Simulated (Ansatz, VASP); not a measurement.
Two plane-wave programs on Ti3SnO8

```xyz
12
Lattice="3.8490 0.0000 0.0000 0.0000 3.8490 0.0000 0.0000 0.0000 9.6775" Properties=species:S:1:pos:R:3 pbc="T T T"
Ti    0.0000    0.0000    0.0000
Ti    0.0000    1.9245    2.4194
Ti    1.9245    0.0000    7.2582
Sn    1.9245    1.9245    4.8388
O     0.0000    0.0000    2.0139
O     1.9245    1.9245    6.8527
O     0.0000    1.9245    4.4333
O     1.9245    0.0000    9.2721
O     0.0000    1.9245    0.4055
O     1.9245    0.0000    5.2443
O     0.0000    0.0000    7.6636
O     1.9245    1.9245    2.8249
```

Alike in both runs: task single point; functional PBE; k mesh 4 × 4 × 2; occupations gaussian, width 0.1 eV; collinear spin.

|  | VASP | Ansatz |
| --- | --- | --- |
| version | VASP 6.6.1 | Ansatz 0.2.0 |
| potentials or method | VASP PAW PBE potentials, release 64 (Ti_sv, Sn_d, O), cutoff 520 eV | scalar-relativistic, plane waves, PAW |
| valence electrons in the cell | 98 | 98 |

Ansatz gave:

| Quantity | Value |
| --- | --- |
| gap on the k mesh at the Fermi level (eV) | 2.06 |
| least direct gap on the mesh (eV) | 2.32 |
| pressure (GPa) | 5.5 |
| traceless stress, the component that is largest in VASP (GPa) | 1.38 |
| rms of the force components (eV/Å) | 0.460 |
| net moment per atom (μB) | 0.00 |

**Question.** What did VASP give for the same quantities?

**Answer.** gap on the k mesh at the Fermi level (eV): 2.04; least direct gap on the mesh (eV): 2.30; pressure (GPa): 6.2; traceless stress, the component that is largest in VASP (GPa): 1.47; rms of the force components (eV/Å): 0.464; net moment per atom (μB): 0.00.

Atom by atom the forces differ by 0.012 eV/Å (rms over components). Ansatz's warnings: seeded moment not kept.
